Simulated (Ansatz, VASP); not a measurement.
**NaHF2 in VASP and in Ansatz**

```xyz
4
Lattice="1.6730 0.9659 4.5216 -1.6730 0.9659 4.5216 0.0000 -1.9319 4.5216" Properties=species:S:1:pos:R:3 pbc="T T T"
Na    0.0000    0.0000    0.0000
H     0.0000    0.0000    6.7824
F     0.0000    0.0000    5.6457
F     0.0000    0.0000    7.9191
```

Alike in both runs: task single point; functional LDA; k mesh 9 × 9 × 9; occupations gaussian, width 0.05 eV; no spin polarisation.

|  | VASP | Ansatz |
| --- | --- | --- |
| version | VASP 6.6.1 | Ansatz 0.2.0 |
| potentials or method | VASP PAW LDA potentials, release 64 (Na_sv, H, F), cutoff 970 eV | scalar-relativistic, plane waves, PAW |
| valence electrons in the cell | 24 | 24 |

Ansatz gave:

| Item | Value |
| --- | --- |
| gap on the k mesh at the Fermi level (eV) | 6.90 |
| least direct gap on the mesh (eV) | 7.09 |
| pressure (GPa) | 0.0 |
| traceless stress, the component that is largest in VASP (GPa) | -0.02 |
| rms of the force components (eV/Å) | 0.000 |

Question: Which values does VASP return?

Answer: gap on the k mesh at the Fermi level (eV): 6.88; least direct gap on the mesh (eV): 7.08; pressure (GPa): 0.0; traceless stress, the component that is largest in VASP (GPa): 0.51; rms of the force components (eV/Å): 0.028.

LDA's correlation is that of Perdew and Zunger in VASP and of Perdew and Wang (1992) in Ansatz. Atom by atom the forces differ by 0.029 eV/Å (rms over components).
